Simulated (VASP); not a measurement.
# Na (Im-3m) in VASP: further runs, part 2 of 2

VASP 6.6.1. Earlier steps stand in the parts before.

### Step 3. Relaxation of volume and atoms at fixed shape, r2SCAN

This run uses another cell than the first one, of 39.20 Å³/atom.

Input file POSCAR:

```
Na
1.0
    4.2800000000      0.0000000000      0.0000000000
    0.0000000000      4.2800000000      0.0000000000
    0.0000000000      0.0000000000      4.2800000000
Na
2
Direct
    0.0000000000      0.0000000000      0.0000000000
    0.5000000000      0.5000000000      0.5000000000
```

Input file INCAR.step1:

```
PREC     = Accurate       # precision mode
ENCUT    = 600            # plane-wave cutoff, eV
ISMEAR   = 0              # smearing method
SIGMA    = 0.1            # smearing width, eV
LREAL    = False          # projectors in reciprocal space
LASPH    = True           # aspherical terms in the spheres
NELM     = 100            # most SCF steps
GGA      = PE             # functional
ALGO     = Normal         # electronic algorithm
EDIFF    = 1E-4           # SCF threshold, eV
LWAVE    = True           # write WAVECAR
LCHARG   = False          # write CHGCAR
```

Input file INCAR.step2:

```
PREC     = Accurate       # precision mode
ENCUT    = 600            # plane-wave cutoff, eV
EDIFF    = 1E-6           # SCF threshold, eV
ISMEAR   = 0              # smearing method
SIGMA    = 0.1            # smearing width, eV
LREAL    = False          # projectors in reciprocal space
LASPH    = True           # aspherical terms in the spheres
NELM     = 100            # most SCF steps
ALGO     = Normal         # electronic algorithm
ISIF     = 8              # what is computed and relaxed
LWAVE    = False          # write WAVECAR
LCHARG   = False          # write CHGCAR
METAGGA  = R2SCAN         # meta-GGA
LMIXTAU  = True         
IBRION   = 2              # ionic algorithm
NSW      = 80             # ionic steps
EDIFFG   = -0.03          # ionic threshold
ISTART   = 1
```

Input file KPOINTS:

```
Automatic mesh
0
Gamma
  10 10 10
```

Potentials or basis: VASP PAW PBE potentials, release 64 (Na_pv).

Started as:

```sh
cat potpaw_PBE.64/Na_pv/POTCAR > POTCAR
cp INCAR.step1 INCAR
mpirun -np 1 vasp_std > vasp.out
cp INCAR.step2 INCAR
mpirun -np 1 vasp_std > vasp.out
```

OUTCAR:

```text
PREC = Accurate
   ENCUT = 600
   EDIFF = 1E-6
   ISMEAR = 0
   LREAL = False
   LASPH = True
   NELM = 100
   ISIF = 8
   METAGGA = R2SCAN
   IBRION = 2
   NSW = 80
   EDIFFG = -0.03
   ISTART = 1

 ion  position               nearest neighbor table
   1  0.000  0.000  0.000-
   2  0.500  0.500  0.500-

  LATTYP: Found a simple cubic cell.
 ALAT       =     4.2800000000

  Lattice vectors:

 A1 = (   4.2800000000,   0.0000000000,   0.0000000000)
 A2 = (   0.0000000000,   4.2800000000,   0.0000000000)
 A3 = (   0.0000000000,   0.0000000000,   4.2800000000)

Analysis of symmetry for initial positions (statically):
=====================================================================
 Subroutine PRICEL returns following result:
[... 281 lines left out ...]
  band No.  band energies     occupation
      1     -25.7235      2.00000
      2     -25.7235      2.00000
      3     -25.7235      2.00000
      4     -25.6983      2.00000
      5     -25.6983      2.00000
      6     -25.6983      2.00000
      7      -3.1465      2.00000
      8       5.0102      0.00000
      9       5.0102      0.00000
     10       5.5930      0.00000
     11       5.5930      0.00000
[... 309 lines left out ...]
 k-point    24 :       0.3000    0.1000    0.1000
  band No.  band energies     occupation
      1     -25.7252      2.00000
      2     -25.7188      2.00000
      3     -25.7127      2.00000
      4     -25.7127      2.00000
      5     -25.7035      2.00000
      6     -25.7006      2.00000
      7      -2.1264      2.00000
      8       1.4148      0.00000
      9       4.5092      0.00000
     10       5.4960      0.00000
     11       7.9264      0.00000

 [... further k-points ...]

------------------------ aborting loop because EDIFF is reached ----------------------------------------

  FORCE on cell =-STRESS in cart. coord.  units (eV):
  Direction    XX          YY          ZZ          XY          YZ          ZX
  --------------------------------------------------------------------------------------
  -------------------------------------------------------------------------------------
  Total       -0.0439569     -0.0439569     -0.0439569     -0.0000000      0.0000000     -0.0000000
  in kB       -0.9412583     -0.9412583     -0.9412583     -0.0000000      0.0000000     -0.0000000
  external PRESSURE =      -0.9412583 kB  Pullay stress =       0.0000000 kB
[... 17 lines left out ...]
  FREE ENERGIE OF THE ION-ELECTRON SYSTEM (eV)
  ---------------------------------------------------
  free  energy   TOTEN  =        -7.1109521814 eV

  energy  without entropy=       -7.1068917270  energy(sigma->0) =       -7.10892195

 reached required accuracy - stopping structural energy minimisation
```

OUTCAR.step1:

```text
PREC = Accurate
   ENCUT = 600
   ISMEAR = 0
   LREAL = False
   LASPH = True
[... 576 lines left out ...]
      0.00000      0.00000      0.00000         0.000000      0.000000      0.000000
      2.14000      2.14000      2.14000        -0.000000     -0.000000     -0.000000
 -----------------------------------------------------------------------------------
    total drift:                                0.000000      0.000000      0.000000

  FREE ENERGIE OF THE ION-ELECTRON SYSTEM (eV)
  ---------------------------------------------------
  free  energy   TOTEN  =        -2.6180294337 eV

  energy  without entropy=       -2.6137417135  energy(sigma->0) =       -2.61588557
```

OSZICAR.step1:

```text
N       E                     dE             d eps       ncg     rms          rms(c)
DAV:   1     0.940881232003E+02    0.94088E+02   -0.82625E+03  1232   0.132E+03
DAV:   2     0.825744897896E+00   -0.93262E+02   -0.92651E+02  1232   0.316E+02
DAV:   3    -0.256595836268E+01   -0.33917E+01   -0.33892E+01  1442   0.752E+01
DAV:   4    -0.261763706098E+01   -0.51679E-01   -0.51676E-01  1381   0.997E+00
DAV:   5    -0.261892487812E+01   -0.12878E-02   -0.12878E-02  1413   0.161E+00    0.286E-01
DAV:   6    -0.261840785014E+01    0.51703E-03   -0.11473E-03  1532   0.508E-01    0.193E-01
DAV:   7    -0.261805057501E+01    0.35728E-03   -0.21701E-03  1433   0.623E-01    0.236E-02
DAV:   8    -0.261802943371E+01    0.21141E-04   -0.16693E-04   688   0.277E-01
   1 F= -.26180294E+01 E0= -.26158856E+01  d E =-.428772E-02
```

Run time: 4 min. Hardware: 1 thread of Intel Xeon Platinum 8375C at 2.90GHz (Ice Lake), shared host; peak memory 0.24 GiB.

Results:

* Free energy: -7.1110 eV
* Relaxed volume: 37.41 Å³/atom
* Relaxed cell: a = 4.214 Å, b = 4.214 Å, c = 4.214 Å, α = 90.00°, β = 90.00°, γ = 90.00°
* Space group after relaxing (to 0.1 Å): Im-3m (No. 229)
* Energy gained by relaxing: 3.0 meV/atom
* Ionic steps: 3
* Pressure after relaxing: -0.1 GPa
* Band gap on the k mesh: zero (bands 7 and 8 overlap by 4.01 eV)

The path:
| step | energy change (eV) | largest force (eV/Å) | pressure (GPa) | volume (Å³) |
| --- | --- | --- | --- | --- |
| 1 | 0.0000 | 0.0000 | -0.33 | 78.40 |
| 2 | -0.0019 | 0.0000 | -0.28 | 77.50 |
| 3 | -0.0061 | 0.0000 | -0.09 | 74.82 |

Final structure:
```
Na
1.0
     4.21382    0.00000    0.00000
     0.00000    4.21382    0.00000
     0.00000    0.00000    4.21382
Na
2
Direct
  0.00000 0.00000 0.00000
  0.50000 0.50000 0.50000
```

Caveat: the PAW data sets were made with another functional, which shifts forces and pressure a little.
